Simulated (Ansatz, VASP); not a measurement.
## I: VASP beside Ansatz

```
I
1.0
     0.00000    3.59434    3.59434
     3.59434    0.00000    3.59434
     3.59434    3.59434    0.00000
I
2
Direct
  0.87500 0.87500 0.87500
  0.12500 0.12500 0.12500
```

Change from the starting cell: volume scaled by 0.76, LAPW.

Alike in both runs: task single point; functional PBE; k mesh 10 × 10 × 10; occupations fermi-dirac, width 0.1 eV; no spin polarisation.

```csv
,VASP,Ansatz
version,VASP 6.6.1,Ansatz 0.2.0
potentials or method,"VASP PAW PBE potentials, release 64 (I), cutoff 520 eV","all-electron LAPW, scalar-relativistic"
```

|  | VASP | Ansatz | Ansatz less VASP |
| --- | --- | --- | --- |
| pressure (GPa) | 5.7 | 5.7 | +0.03 |

Ansatz ran all-electron here, and VASP with PAW potentials.

Spin-orbit coupling is off throughout.
